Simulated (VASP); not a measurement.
PbSe (Clausthalite):

```
Pb Se
1.0
     0.00000    3.06065    3.06065
     3.06065    0.00000    3.06065
     3.06065    3.06065    0.00000
Pb Se
1 1
Direct
  0.00000 0.00000 0.00000
  0.50000 0.50000 0.50000
```

Base run:

| Property | Result |
| --- | --- |
| Program | VASP 6.6.1 |
| Functional | PBE |
| Potentials or basis | VASP PAW PBE potentials, release 64 (Pb_d, Se) |
| Cutoff | 500 eV |
| k mesh | 8 × 8 × 8 |
| Occupations | gaussian, width 0.01 eV |
| Spin | no spin polarisation |

Its results: band gap on the k mesh 0.29 eV, direct; pressure 2.4 GPa.

The run is repeated on the same cell with these changes: k mesh from 8 × 8 × 8 to 2 × 2 × 2. What comes out?

Band gap on the k mesh 0.09 eV, direct; pressure 10.6 GPa.

Caveats: some runs use coarse meshes; spin-orbit coupling is left out, which moves the levels of the heavy elements.

A k mesh can miss the band edges.
